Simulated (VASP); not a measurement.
# AlCo (WC type) (P-6m2) in VASP: further runs

AlCo (WC type) is run at these levels: PBE; tasks: single point.

Everything below comes from runs of VASP 6.6.1. Logs are shortened: lines on timing, memory, paths and dates and some standing lists are left out, and cuts for length are marked.

### 1 The cell of the first run

The structure is hexagonal, space group P-6m2 (No. 187). Conventional cell: a = 2.443 Å, b = 2.443 Å, c = 3.516 Å, α = 90.00°, β = 90.00°, γ = 120.00°. Co (site symmetry -6m2) has 6 Al at 2.25 Å and 6 Co at 2.44 Å within 3.0 Å. Within 3.0 Å of Al (site symmetry -6m2) lie 6 Co at 2.25 Å and 6 Al at 2.44 Å.

### 2 Single point, PBE

Input file INCAR:

```
SYSTEM = AlCo
ALGO = Normal
EDIFF = 1E-6
ENCUT = 520
GGA = PE
ISIF = 2
ISMEAR = -1
LASPH = .True.
LCHARG = .False.
LREAL = .False.
LWAVE = .False.
NBANDS = 13
NELM = 60
PREC = Accurate
SIGMA = 0.08
```

Input file KPOINTS:

```
k-points
0
Gamma
  16 16 14
  0 0 0
```

Input file POSCAR:

```
AlCo
1.0
    2.4427678304      0.0000000000      0.0000000000
   -1.2213839152      2.1154989967      0.0000000000
    0.0000000000      0.0000000000      3.5164387046
Co Al
1 1
Direct
    0.0000000000      0.0000000000      0.0000000000
    0.3333333333      0.6666666667      0.5000000000
```

Potentials or basis: VASP PAW PBE potentials, release 64 (Co, Al).

Started as:

```bash
$ cat potpaw_PBE.64/Co/POTCAR potpaw_PBE.64/Al/POTCAR > POTCAR
$ mpirun -np 1 vasp_std > vasp.out
```

OUTCAR:

```text
SYSTEM = AlCo
   EDIFF = 1E-6
   ENCUT = 520
   GGA = PE
   ISIF = 2
   ISMEAR = -1
   LASPH = .True.
   LREAL = .False.
   NELM = 60
   PREC = Accurate

 ion  position               nearest neighbor table
   1  0.000  0.000  0.000-   2 2.25   2 2.25   2 2.25   2 2.25   2 2.25   2 2.25
   2  0.333  0.667  0.500-   1 2.25   1 2.25   1 2.25   1 2.25   1 2.25   1 2.25

  LATTYP: Found a hexagonal cell.
 ALAT       =     2.4427678304
 C/A-ratio  =     1.4395304625

  Lattice vectors:

 A1 = (   2.4427678304,   0.0000000000,   0.0000000000)
 A2 = (  -1.2213839152,   2.1154989967,   0.0000000000)
 A3 = (   0.0000000000,   0.0000000000,   3.5164387046)

Analysis of symmetry for initial positions (statically):
=====================================================================
 Subroutine PRICEL returns:
 Original cell was already a primitive cell.

 Routine SETGRP: Setting up the symmetry group for a
 hexagonal supercell.

 Subroutine GETGRP returns: Found 12 space group operations
 (whereof 12 operations were pure point group operations)
 out of a pool of 24 trial point group operations.

The static configuration has the point symmetry D_3h.

Analysis of symmetry for dynamics (positions and initial velocities):
=====================================================================
 Subroutine PRICEL returns:
 Original cell was already a primitive cell.

 Routine SETGRP: Setting up the symmetry group for a
 hexagonal supercell.

 Subroutine GETGRP returns: Found 12 space group operations
 (whereof 12 operations were pure point group operations)
 out of a pool of 24 trial point group operations.

The dynamic configuration has the point symmetry D_3h.

 Subroutine INISYM returns: Found 12 space group operations
 (whereof 12 operations are pure point group operations),
 and found     1 'primitive' translations

----------------------------------------------------------------------------------------

                                     Primitive cell

  volume of cell :      18.1718

  direct lattice vectors                    reciprocal lattice vectors
     2.442767830  0.000000000  0.000000000     0.409371692  0.236350857  0.000000000
    -1.221383915  2.115498997  0.000000000     0.000000000  0.472701713  0.000000000
     0.000000000  0.000000000  3.516438705     0.000000000  0.000000000  0.284378624

  length of vectors
     2.442767830  2.442767830  3.516438705     0.472701713  0.472701713  0.284378624

  position of ions in fractional coordinates (direct lattice)
     0.000000000  0.000000000  0.000000000
     0.333333333  0.666666667  0.500000000

  ion indices of the primitive-cell ions
   primitive index   ion index
                 1           1
                 2           2

----------------------------------------------------------------------------------------

 KPOINTS: k-points

Automatic generation of k-mesh.
 Grid dimensions read from file:
 generate k-points for:   16   16   14

 Generating k-lattice:

  Cartesian coordinates                     Fractional coordinates (reciprocal lattice)
     0.025585731  0.014771929  0.000000000     0.062500000  0.000000000  0.000000000
     0.000000000  0.029543857  0.000000000     0.000000000  0.062500000  0.000000000
     0.000000000  0.000000000  0.020312759     0.000000000  0.000000000  0.071428571

  Length of vectors
     0.029543857  0.029543857  0.020312759

  Shift w.r.t. Gamma in fractional coordinates (k-lattice)
     0.000000000  0.000000000  0.000000000

 Subroutine IBZKPT returns following result:
 ===========================================

 Found    240 irreducible k-points:

 Following reciprocal coordinates:
            Coordinates               Weight
  0.000000  0.000000  0.000000      1.000000
  0.062500  0.000000  0.000000      6.000000
  0.125000  0.000000  0.000000      6.000000
  0.187500 -0.000000  0.000000      6.000000
  0.250000  0.000000  0.000000      6.000000
  0.312500  0.000000  0.000000      6.000000
[... 16 lines left out ...]
  0.187500  0.187500  0.000000      6.000000
  0.250000  0.187500  0.000000     12.000000
 [... further k-points ...]
   k-points           NKPTS =    240   k-points in BZ     NKDIM =    240   number of bands    NBANDS=     13
   number of dos      NEDOS =    301   number of ions     NIONS =      2
   total plane-waves  NPLWV =   9072
   dimension x,y,z NGX =    18 NGY =   18 NGZ =   28
   dimension x,y,z NGXF=    36 NGYF=   36 NGZF=   56
   ions per type =               1   1
   NGX,Y,Z   is equivalent  to a cutoff of  12.25, 12.25, 13.24 a.u.
   NGXF,Y,Z  is equivalent  to a cutoff of  24.50, 24.50, 26.48 a.u.
 SYSTEM =  AlCo
   PREC   = accura    normal or accurate (medium, high low for compatibility)
   ISTART =      0    job   : 0-new  1-cont  2-samecut
   ICHARG =      2    charge: 1-file 2-atom 10-const
   ISPIN  =      1    spin polarized calculation?
   LNONCOLLINEAR =      F non collinear calculations
   LSORBIT =      F    spin-orbit coupling
   LASPH  =      T    aspherical Exc in radial PAW
   ENCUT  =  520.0 eV  38.22 Ry    6.18 a.u.   4.54  4.54  6.54*2*pi/ulx,y,z
   NELM   =     60;   NELMIN=  2; NELMDL= -5     # of ELM steps
   EDIFF  = 0.1E-05   stopping-criterion for ELM
   LREAL  =      F    real-space projection
   EDIFFG = 0.1E-04   stopping-criterion for IOM
   NSW    =      0    number of steps for IOM
   IBRION =     -1    ionic relax: 0-MD 1-quasi-New 2-CG
   NFREE  =      0    steps in history (QN), initial steepest desc. (CG)
   ISIF   =      2    stress and relaxation
   ISYM   =      2    0-nonsym 1-usesym 2-fastsym
   POTIM  = 0.5000    time-step for ionic-motion
   TEBEG  =    0.0;   TEEND  =   0.0 temperature during run
   PSTRESS=    0.0 pullay stress
   NELECT =      12.0000    total number of electrons
   NUPDOWN=      -1.0000    fix difference up-down
   EMIN   =  10.00;   EMAX   =-10.00  energy-range for DOS
   EFERMI =   0.00;   METHOD = LEGACY
   ISMEAR =    -1;   SIGMA  =   0.08  broadening in eV -4-tet -1-fermi 0-gaus
   EFERMI_NEDOS =   21; number of points for ismear=-14 and -15
   IALGO  =     38    algorithm
   IMIX   =      4    mixing-type and parameters
     AMIX     =   0.40;   BMIX     =  1.00
     AMIX_MAG =   1.60;   BMIX_MAG =  1.00
  volume/ion in A,a.u.               =       9.09        61.31
  Fermi-wavevector in a.u.,A,eV,Ry     =   1.425616  2.694024 27.652221  2.032381
  Thomas-Fermi vector in A             =   2.545981
   LORBIT       =      0    0 simple, 1 ext, 2 COOP (PROOUT), +10 PAW based schemes
   GGA     = PE    functional components
   LHFCALC =     F    Hartree Fock is set to
   AEXX    =    0.0000 exact exchange contribution
   IVDW    =     0    specifies the selected vdW correction
   LEPSILON=     F    determine dielectric tensor
   LRPA    =     F    only Hartree local field effects (RPA)
 non-spin polarized calculation
  energy-cutoff  :      520.00
  volume of cell :       18.17
 maximum number of plane-waves:       506
   NGX =  9   NGY =  9   NGZ = 13

 number of electron      11.9999994 magnetization

 Free energy of the ion-electron system (eV)
  ---------------------------------------------------
  ext. energy  EPLUGINS =         0.00000000
  ---------------------------------------------------
  free energy    TOTEN  =       -10.11589075 eV

  energy without entropy =      -10.08714599  energy(sigma->0) =      -10.10151837

 E-fermi :  14.1065     XC(G=0): -13.5012

 val. band max:       14.1050228194   @ k =   0.3125   0.1250   0.0714
 cond. band min:      14.1130862349   @ k =   0.2500   0.1875   0.0714
 fundamental gap:      0.0080634155
 Fermi energy:        14.1064979590

 k-point     1 :       0.0000    0.0000    0.0000
  band No.  band energies     occupation
      1       1.1992      2.00000
      2       9.2915      2.00000
      3      12.0688      2.00000
      4      12.0688      2.00000
      5      12.2699      2.00000
      6      13.3375      1.99987
      7      13.3375      1.99987
      8      18.7027      0.00000
      9      29.6698      0.00000
     10      29.6698      0.00000
     11      33.4683      0.00000
     12      34.1952      0.00000
     13      34.1952      0.00000

 k-point     2 :       0.0625    0.0000    0.0000
  band No.  band energies     occupation
      1       1.3315      2.00000
      2       9.3808      2.00000
      3      11.9555      2.00000
      4      11.9951      2.00000
      5      12.1423      2.00000
      6      13.3146      1.99990
      7      13.7389      1.97999
      8      18.7362      0.00000
      9      28.2729      0.00000
     10      29.2672      0.00000
     11      32.6869      0.00000
     12      34.7541      0.00000
     13      35.6027      0.00000

 k-point     3 :       0.1250    0.0000    0.0000
  band No.  band energies     occupation
      1       1.7244      2.00000
      2       9.6287      2.00000
      3      11.4559      2.00000
      4      11.7962      2.00000
      5      12.3560      2.00000
      6      13.2497      1.99996
      7      14.4984      0.01480
      8      18.8330      0.00000
      9      25.7871      0.00000
     10      28.4044      0.00000
     11      31.6768      0.00000
     12      34.8530      0.00000
     13      36.0718      0.00000
[... 305 lines left out ...]
 k-point    23 :       0.1875    0.1875    0.0000
  band No.  band energies     occupation
      1       4.5546      2.00000
      2      10.4200      2.00000
      3      10.5402      2.00000
      4      10.9397      2.00000
      5      12.6011      2.00000
      6      13.7576      1.97479
      7      17.8056      0.00000
      8      18.9326      0.00000
      9      19.6685      0.00000
     10      23.2532      0.00000
     11      29.3763      0.00000
     12      31.1971      0.00000
     13      32.8268      0.00000

 k-point    24 :       0.2500    0.1875    0.0000
  band No.  band energies     occupation
      1       5.6716      2.00000
      2      10.3409      2.00000
      3      10.3547      2.00000
      4      10.9505      2.00000
      5      12.3362      2.00000
      6      14.0953      1.06978
      7      17.8008      0.00000
      8      18.9041      0.00000
      9      19.2968      0.00000
     10      23.0500      0.00000
     11      27.9644      0.00000
     12      29.9598      0.00000
     13      31.3482      0.00000

 [... further k-points ...]
[... 5 lines left out ...]
  --------------------------------------------------------------------------------------
  -------------------------------------------------------------------------------------
  Total       10.0975054     10.0975054     10.0526850      0.0000000      0.0000000     -0.0000000
  in kB      890.2799838    890.2799838    886.3282481      0.0000000      0.0000000     -0.0000000
  external PRESSURE =     888.9627385 kB  Pullay stress =       0.0000000 kB

 VOLUME and BASIS-vectors are now :
 -----------------------------------------------------------------------------
  energy-cutoff  :      520.00
  volume of cell :       18.17
      direct lattice vectors                 reciprocal lattice vectors
     2.442767830  0.000000000  0.000000000     0.409371692  0.236350857  0.000000000
    -1.221383915  2.115498997  0.000000000     0.000000000  0.472701713  0.000000000
     0.000000000  0.000000000  3.516438705     0.000000000  0.000000000  0.284378624

 POSITION                                       TOTAL-FORCE (eV/Angst)
 -----------------------------------------------------------------------------------
      0.00000      0.00000      0.00000        -0.000000      0.000000      0.000000
     -0.00000      1.41033      1.75822         0.000000      0.000000      0.000000
 -----------------------------------------------------------------------------------
    total drift:                                0.000000     -0.000000      0.000000

  FREE ENERGIE OF THE ION-ELECTRON SYSTEM (eV)
  ---------------------------------------------------
  free  energy   TOTEN  =       -10.1158907531 eV

  energy  without entropy=      -10.0871459867  energy(sigma->0) =      -10.10151837
```

It took 41 s on 1 thread of Intel Xeon Platinum 8375C at 2.90GHz (Ice Lake), shared host; peak memory 0.17 GiB.

Results:

```yaml
Free_energy: -10.1159 eV
Pressure: 88.9 GPa
Band_gap_on_the_k_mesh: zero (band 6 reaches 15.01 eV, above the bottom of band 7 at 12.95 eV)
```

### 3 Single point, PBE

Input file INCAR:

```
SYSTEM = AlCo
ALGO = Normal
EDIFF = 1E-7
ENCUT = 520
GGA = PE
ISIF = 2
ISMEAR = -1
LASPH = .True.
LCHARG = .True.
LELF = .True.
LREAL = .False.
LVHAR = .True.
LWAVE = .False.
NBANDS = 13
NELM = 80
PREC = Accurate
SIGMA = 0.08
```

KPOINTS is that of step 2.

Input file POSCAR:

```
AlCo
1.0
    2.4416207913      0.0000000000      0.0000000000
   -1.2208103957      2.1145056317      0.0000000000
    0.0000000000      0.0000000000      3.5165890849
Co Al
1 1
Direct
    0.0000000000      0.0000000000      0.0000000000
    0.3333333333      0.6666666667      0.5000000000
```

Potentials or basis: VASP PAW PBE potentials, release 64 (Co, Al).

Started as:

```bash
$ cat potpaw_PBE.64/Co/POTCAR potpaw_PBE.64/Al/POTCAR > POTCAR
$ mpirun -np 1 vasp_std > vasp.out
```

It took 43 s on 1 thread of Intel Xeon Platinum 8375C at 2.90GHz (Ice Lake), shared host; peak memory 0.17 GiB.

The run converged. Its results:

| Property | Result |
| --- | --- |
| Free energy | -10.1068 eV |
| Pressure | 89.2 GPa |
| Band gap on the k mesh | zero (band 6 reaches 15.03 eV, above the bottom of band 7 at 12.96 eV) |

Stress tensor (GPa, compression positive):
```
89.42  0.00  0.00
 0.00 89.42  0.00
 0.00  0.00 88.83
```

Levels at points of the mesh, in eV from the Fermi level:
```
           k point  band 3  band 4  band 5  band 6  band 7  band 8  band 9  band 10
(0.00, 0.00, 0.00)   -2.04   -2.04   -1.85   -0.77   -0.77    4.59   15.58    15.58
(0.50, 0.00, 0.00)   -4.16   -3.90   -1.35    0.26    2.08    5.54    7.28    10.56
(0.00, 0.00, 0.50)   -2.71   -2.04   -2.04   -0.89   -0.89   11.06   16.84    16.84
(0.50, 0.00, 0.50)   -3.45   -1.84   -1.51   -1.07    0.26    2.98    4.99    12.29
```

Spin polarisation is off, so any magnetic state and its effect on volume and gap are missing.
